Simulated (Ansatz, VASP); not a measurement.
**Two plane-wave programs on AlN**

File INCAR:

```
SYSTEM = AlN
PREC = Accurate ; ENCUT = 600
EDIFF = 1E-6 ; ISMEAR = 0
SIGMA = 0.05 ; LREAL = .FALSE.
LASPH = .TRUE. ; NELM = 120
ALGO = Normal ; ISIF = 2
LWAVE = .FALSE. ; LCHARG = .TRUE.
GGA = CA ; LELF = .TRUE.
LVHAR = .TRUE. ; NBANDS = 16
GGA_COMPAT = .FALSE.
```

Contents of KPOINTS:

```
regular mesh
0
G
  9 9 6
  0 0 0
```

File POSCAR:

```
AlN
1.0
    3.2624340057      0.0000000000      0.0000000000
   -1.6312170028      2.8253507271      0.0000000000
    0.0000000000      0.0000000000      4.2503764450
Al N
2 2
Direct
    0.3333333333      0.6666666667      0.7500000000
    0.6666666667      0.3333333333      0.2500000000
    0.3333333333      0.6666666667      0.2500000000
    0.6666666667      0.3333333333      0.7500000000
```

Input for Ansatz:

```yaml
crystal:
  lattice:
    - [3.2624340057, 0.0, 0.0]
    - [-1.6312170028, 2.8253507271, 0.0]
    - [0.0, 0.0, 4.250376445]
  atoms:
    - { symbol: Al, position: [0.3333333333, 0.6666666667, 0.75] }
    - { symbol: Al, position: [0.6666666667, 0.3333333333, 0.25] }
    - { symbol: "N", position: [0.3333333333, 0.6666666667, 0.25] }
    - { symbol: "N", position: [0.6666666667, 0.3333333333, 0.75] }
basis:
  ecutwfc: 420
kpoints:
  mp_grid: { grid: [9, 9, 6] }
hamiltonian:
  xc: lda
scf:
  occupations: { method: gaussian, width: 0.05 }
output:
  forces: true
  stress: true
  eigenvalues: true
```

Change from the starting cell: strain -0.015 along x and y, +0.015 along z, atoms carried along.

Alike in both runs: task single point; functional LDA; k mesh 9 × 9 × 6; occupations gaussian, width 0.05 eV; no spin polarisation.

|  | VASP | Ansatz |
| --- | --- | --- |
| version | VASP 6.6.1 | Ansatz 0.2.0 |
| potentials or method | VASP PAW LDA potentials, release 64 (Al, N), cutoff 600 eV | scalar-relativistic, plane waves, PAW |
| valence electrons in the cell | 16 | 16 |

|  | VASP | Ansatz | Ansatz less VASP |
| --- | --- | --- | --- |
| gap on the k mesh at the Fermi level (eV) | 3.33 | 3.32 | -0.010 |
| least direct gap on the mesh (eV) | 3.33 | 3.32 | -0.010 |
| pressure (GPa) | -4.0 | -4.5 | -0.44 |
| traceless stress, the component that is largest in VASP (GPa) | -4.42 | -4.10 | +0.321 |

LDA's correlation is that of Perdew and Zunger in VASP and of Perdew and Wang (1992) in Ansatz.
